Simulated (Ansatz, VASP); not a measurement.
**Two plane-wave programs on MnS**

```
Mn S
1.0
     1.83000    1.05655    2.97092
    -1.83000    1.05655    2.97092
     0.00000   -2.11310    2.97092
Mn S
1 1
Cartesian
  0.0000 0.0000 0.0000
  0.0000 0.0000 4.4564
```

Alike in both runs: task single point; functional PBEsol; k mesh 9 × 9 × 9; occupations gaussian, width 0.05 eV; collinear spin.

```csv
,VASP,Ansatz
version,VASP 6.6.1,Ansatz 0.2.0
potentials or method,"VASP PAW PBE potentials, release 64 (Mn_pv, S)",Ansatz PAW
plane-wave cutoff (eV),520,420
valence electrons in the cell,19,21
```

VASP gave:

* gap on the k mesh at the Fermi level (eV): none
* pressure (GPa): -5.9
* traceless stress, the component that is largest in VASP (GPa): 0.30
* net moment per atom (μB): 2.32
* size of the moment on the site where the two differ most (μB): 4.19

What did Ansatz give for the same quantities?

gap on the k mesh at the Fermi level (eV): none; pressure (GPa): -6.1; traceless stress, the component that is largest in VASP (GPa): 0.30; net moment per atom (μB): 2.32; size of the moment on the site where the two differ most (μB): 4.13.

VASP's potentials were made for PBE, not for PBEsol. Site moments also hang on the region over which each program counts them. A gap of «none» marks a metal or a gap that the smearing closes. VASP's potentials hold 19 valence electrons a cell and Ansatz's 21, so a difference there can come from the potentials and not from the codes.
